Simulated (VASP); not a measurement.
# CdS (P6_3mc) in VASP: a series of runs, part 2 of 2

VASP 6.6.1.

## Step 3: Single point, LDA

This run uses another cell than the first one, of 25.51 Å³/atom, 1.070 times its volume.

Contents of INCAR:

```
ALGO = Normal ; EDIFF = 1E-6
ENCUT = 500 ; GGA = CA
GGA_COMPAT = F ; ISIF = 2
ISMEAR = 0 ; LASPH = T
LCHARG = F ; LREAL = F
LWAVE = F ; NBANDS = 26
NELM = 120 ; PREC = Accurate
SIGMA = 0.1
```

Contents of KPOINTS:

```
k-points
0
Gamma
  6 6 4
```

Contents of POSCAR:

```
CdS
1.0
    4.1688381000      0.0000000000      0.0000000000
   -2.0844190500      3.6103197000      0.0000000000
    0.0000000000      0.0000000000      6.7796174100
Cd S
2 2
Direct
    0.6666666700      0.3333333300      0.5002243700
    0.3333333300      0.6666666700      0.0002243700
    0.6666666700      0.3333333300      0.8767756300
    0.3333333300      0.6666666700      0.3767756300
```

Potentials or basis: VASP PAW LDA potentials, release 64 (Cd, S).

The run is started by

```
> cat potpaw_LDA.64/Cd/POTCAR potpaw_LDA.64/S/POTCAR > POTCAR
> mpirun -np 1 vasp_std > vasp.out
```

OUTCAR:

```text
EDIFF = 1E-6
   ENCUT = 500
   GGA = CA
   ISIF = 2
   ISMEAR = 0
   LASPH = T
   LREAL = F
   NELM = 120
   PREC = Accurate

 ion  position               nearest neighbor table
   1  0.667  0.333  0.500-   4 2.55   4 2.55   4 2.55   3 2.55
   2  0.333  0.667  0.000-   3 2.55   3 2.55   3 2.55   4 2.55
   3  0.667  0.333  0.877-   2 2.55   2 2.55   2 2.55   1 2.55
   4  0.333  0.667  0.377-   1 2.55   1 2.55   1 2.55   2 2.55

  LATTYP: Found a hexagonal cell.
 ALAT       =     4.1688381000
 C/A-ratio  =     1.6262606624

  Lattice vectors:

 A1 = (   4.1688381000,   0.0000000000,   0.0000000000)
 A2 = (  -2.0844190500,   3.6103197000,   0.0000000000)
 A3 = (   0.0000000000,   0.0000000000,   6.7796174100)

Analysis of symmetry for initial positions (statically):
=====================================================================
 Subroutine PRICEL returns:
 Original cell was already a primitive cell.

 Routine SETGRP: Setting up the symmetry group for a
 hexagonal supercell.

 Subroutine GETGRP returns: Found 12 space group operations
 (whereof  6 operations were pure point group operations)
 out of a pool of 24 trial point group operations.

The static configuration has the point symmetry C_3v.
 The point group associated with its full space group is C_6v.

Analysis of symmetry for dynamics (positions and initial velocities):
=====================================================================
 Subroutine PRICEL returns:
 Original cell was already a primitive cell.

 Routine SETGRP: Setting up the symmetry group for a
 hexagonal supercell.

 Subroutine GETGRP returns: Found 12 space group operations
 (whereof  6 operations were pure point group operations)
 out of a pool of 24 trial point group operations.

The dynamic configuration has the point symmetry C_3v.
 The point group associated with its full space group is C_6v.

 Subroutine INISYM returns: Found 12 space group operations
 (whereof  6 operations are pure point group operations),
 and found     1 'primitive' translations

----------------------------------------------------------------------------------------

                                     Primitive cell

  volume of cell :     102.0389

  direct lattice vectors                    reciprocal lattice vectors
     4.168838100  0.000000000  0.000000000     0.239874991  0.138491890  0.000000000
    -2.084419050  3.610319700  0.000000000     0.000000000  0.276983781  0.000000000
     0.000000000  0.000000000  6.779617410     0.000000000  0.000000000  0.147500949

  length of vectors
     4.168838100  4.168838101  6.779617410     0.276983781  0.276983781  0.147500949

  position of ions in fractional coordinates (direct lattice)
     0.666666670  0.333333330  0.500224370
     0.333333330  0.666666670  0.000224370
     0.666666670  0.333333330  0.876775630
     0.333333330  0.666666670  0.376775630

  ion indices of the primitive-cell ions
   primitive index   ion index
                 1           1
                 2           2
                 3           3
                 4           4

----------------------------------------------------------------------------------------

 KPOINTS: k-points

Automatic generation of k-mesh.
 Grid dimensions read from file:
 generate k-points for:    6    6    4

 Generating k-lattice:

  Cartesian coordinates                     Fractional coordinates (reciprocal lattice)
     0.039979165  0.023081982  0.000000000     0.166666667 -0.000000000  0.000000000
     0.000000000  0.046163963  0.000000000     0.000000000  0.166666667  0.000000000
     0.000000000  0.000000000  0.036875237     0.000000000  0.000000000  0.250000000

  Length of vectors
     0.046163963  0.046163963  0.036875237

  Shift w.r.t. Gamma in fractional coordinates (k-lattice)
     0.000000000  0.000000000  0.000000000

 Subroutine IBZKPT returns following result:
 ===========================================

 Found     21 irreducible k-points:

 Following reciprocal coordinates:
            Coordinates               Weight
  0.000000  0.000000  0.000000      1.000000
  0.166667  0.000000  0.000000      6.000000
  0.333333  0.000000  0.000000      6.000000
  0.500000  0.000000  0.000000      3.000000
  0.166667  0.166667  0.000000      6.000000
  0.333333  0.166667  0.000000     12.000000
[... 13 lines left out ...]
  0.333333  0.166667  0.500000     12.000000
  0.333333  0.333333  0.500000      2.000000
   k-points           NKPTS =     21   k-points in BZ     NKDIM =     21   number of bands    NBANDS=     26
   number of dos      NEDOS =    301   number of ions     NIONS =      4
   total plane-waves  NPLWV =  45000
   dimension x,y,z NGX =    30 NGY =   30 NGZ =   50
   dimension x,y,z NGXF=    60 NGYF=   60 NGZF=  100
   ions per type =               2   2
   NGX,Y,Z   is equivalent  to a cutoff of  11.96, 11.96, 12.26 a.u.
   NGXF,Y,Z  is equivalent  to a cutoff of  23.93, 23.93, 24.52 a.u.
 SYSTEM =  unknown system
   PREC   = accura    normal or accurate (medium, high low for compatibility)
   ISTART =      0    job   : 0-new  1-cont  2-samecut
   ICHARG =      2    charge: 1-file 2-atom 10-const
   ISPIN  =      1    spin polarized calculation?
   LNONCOLLINEAR =      F non collinear calculations
   LSORBIT =      F    spin-orbit coupling
   LASPH  =      T    aspherical Exc in radial PAW
   ENCUT  =  500.0 eV  36.75 Ry    6.06 a.u.   7.60  7.60 12.36*2*pi/ulx,y,z
   NELM   =    120;   NELMIN=  2; NELMDL= -5     # of ELM steps
   EDIFF  = 0.1E-05   stopping-criterion for ELM
   LREAL  =      F    real-space projection
   EDIFFG = 0.1E-04   stopping-criterion for IOM
   NSW    =      0    number of steps for IOM
   IBRION =     -1    ionic relax: 0-MD 1-quasi-New 2-CG
   NFREE  =      0    steps in history (QN), initial steepest desc. (CG)
   ISIF   =      2    stress and relaxation
   ISYM   =      2    0-nonsym 1-usesym 2-fastsym
   POTIM  = 0.5000    time-step for ionic-motion
   TEBEG  =    0.0;   TEEND  =   0.0 temperature during run
   PSTRESS=    0.0 pullay stress
   NELECT =      36.0000    total number of electrons
   NUPDOWN=      -1.0000    fix difference up-down
   EMIN   =  10.00;   EMAX   =-10.00  energy-range for DOS
   EFERMI =   0.00;   METHOD = LEGACY
   ISMEAR =     0;   SIGMA  =   0.10  broadening in eV -4-tet -1-fermi 0-gaus
   EFERMI_NEDOS =   21; number of points for ismear=-14 and -15
   IALGO  =     38    algorithm
   IMIX   =      4    mixing-type and parameters
     AMIX     =   0.40;   BMIX     =  1.00
     AMIX_MAG =   1.60;   BMIX_MAG =  1.00
  volume/ion in A,a.u.               =      25.51       172.15
  Fermi-wavevector in a.u.,A,eV,Ry     =   1.156788  2.186012 18.206746  1.338158
  Thomas-Fermi vector in A             =   2.293405
   LORBIT       =      0    0 simple, 1 ext, 2 COOP (PROOUT), +10 PAW based schemes
   GGA     = CA    functional components
   LHFCALC =     F    Hartree Fock is set to
   AEXX    =    0.0000 exact exchange contribution
   IVDW    =     0    specifies the selected vdW correction
   LEPSILON=     F    determine dielectric tensor
   LRPA    =     F    only Hartree local field effects (RPA)
 non-spin polarized calculation
 Gauss-broadening in eV      SIGMA  =   0.10
  energy-cutoff  :      500.00
  volume of cell :      102.04
 maximum number of plane-waves:      2617
   NGX = 15   NGY = 15   NGZ = 25

 number of electron      35.9999966 magnetization

 Free energy of the ion-electron system (eV)
  ---------------------------------------------------
  ext. energy  EPLUGINS =         0.00000000
  ---------------------------------------------------
  free energy    TOTEN  =       -14.74937338 eV

  energy without entropy =      -14.74937338  energy(sigma->0) =      -14.74937338

 E-fermi :   1.3706     XC(G=0):  -9.4540

 val. band max:        0.8879948500   @ k =   0.0000   0.0000   0.0000
 cond. band min:       1.7899931377   @ k =   0.0000   0.0000   0.0000
 fundamental gap:      0.9019982877
 Fermi energy:         1.3706093687

 k-point     1 :       0.0000    0.0000    0.0000
  band No.  band energies     occupation
      1     -11.3022      2.00000
      2     -10.8786      2.00000
      3      -6.7729      2.00000
      4      -6.7651      2.00000
      5      -6.7651      2.00000
      6      -6.6864      2.00000
[... 598 lines left out ...]
     25      10.0183      0.00000
     26      10.0183      0.00000

------------------------ aborting loop because EDIFF is reached ----------------------------------------

  FORCE on cell =-STRESS in cart. coord.  units (eV):
  Direction    XX          YY          ZZ          XY          YZ          ZX
  --------------------------------------------------------------------------------------
  -------------------------------------------------------------------------------------
  Total       -2.2528732     -2.2528732     -2.2095859      0.0000000     -0.0000000      0.0000000
  in kB      -35.3737782    -35.3737782    -34.6940981      0.0000000     -0.0000000      0.0000000
  external PRESSURE =     -35.1472182 kB  Pullay stress =       0.0000000 kB

 VOLUME and BASIS-vectors are now :
 -----------------------------------------------------------------------------
  energy-cutoff  :      500.00
  volume of cell :      102.04
      direct lattice vectors                 reciprocal lattice vectors
     4.168838100  0.000000000  0.000000000     0.239874991  0.138491890  0.000000000
    -2.084419050  3.610319700  0.000000000     0.000000000  0.276983781  0.000000000
     0.000000000  0.000000000  6.779617410     0.000000000  0.000000000  0.147500949

 POSITION                                       TOTAL-FORCE (eV/Angst)
 -----------------------------------------------------------------------------------
      2.08442      1.20344      3.39133         0.000000     -0.000000     -0.002403
     -0.00000      2.40688      0.00152        -0.000000      0.000000     -0.002403
      2.08442      1.20344      5.94420        -0.000000      0.000000      0.002403
     -0.00000      2.40688      2.55439         0.000000     -0.000000      0.002403
 -----------------------------------------------------------------------------------
    total drift:                               -0.000015      0.000008     -0.000161

  FREE ENERGIE OF THE ION-ELECTRON SYSTEM (eV)
  ---------------------------------------------------
  free  energy   TOTEN  =       -14.7493733779 eV

  energy  without entropy=      -14.7493733779  energy(sigma->0) =      -14.74937338
```

OSZICAR:

```text
N       E                     dE             d eps       ncg     rms          rms(c)
DAV:   1     0.241352435216E+03    0.24135E+03   -0.17166E+04  1092   0.123E+03
DAV:   2    -0.232098923370E+01   -0.24367E+03   -0.23454E+03  1186   0.316E+02
DAV:   3    -0.156446595352E+02   -0.13324E+02   -0.13245E+02  1314   0.743E+01
DAV:   4    -0.157814747273E+02   -0.13682E+00   -0.13670E+00  1242   0.720E+00
DAV:   5    -0.157835697389E+02   -0.20950E-02   -0.20949E-02  1278   0.888E-01    0.108E+01
DAV:   6    -0.147983078918E+02    0.98526E+00   -0.17881E+00  1458   0.141E+01    0.843E+00
DAV:   7    -0.147626985365E+02    0.35609E-01   -0.56882E-01  1160   0.414E+00    0.369E+00
DAV:   8    -0.147512835797E+02    0.11415E-01   -0.80994E-02  1144   0.270E+00    0.458E-01
DAV:   9    -0.147494710647E+02    0.18125E-02   -0.13415E-02  1240   0.141E+00    0.122E-01
DAV:  10    -0.147493511889E+02    0.11988E-03   -0.88186E-04  1188   0.303E-01    0.884E-02
DAV:  11    -0.147493642664E+02   -0.13077E-04   -0.97832E-05  1234   0.590E-02    0.905E-02
DAV:  12    -0.147493790338E+02   -0.14767E-04   -0.50504E-05  1142   0.494E-02    0.491E-02
DAV:  13    -0.147493736395E+02    0.53943E-05   -0.25216E-05  1138   0.559E-02    0.233E-02
DAV:  14    -0.147493733779E+02    0.26161E-06   -0.13691E-06   640   0.125E-02
   1 F= -.14749373E+02 E0= -.14749373E+02  d E =-.906730E-11
```

Run time: 60 s. Hardware: 1 thread of Intel Xeon 8259CL, shared host; peak memory 0.19 GiB.

Results:

- Free energy: -14.7494 eV
- Pressure: -3.5 GPa
- Band gap on the k mesh: 0.90 eV, direct

Forces in eV/Å, atoms in the order of the input:
```
Cd   0.000  0.000 -0.002
Cd   0.000  0.000 -0.002
S    0.000  0.000  0.002
S    0.000  0.000  0.002
```

LDA gaps usually lie below the measured ones, often by a third to a half.
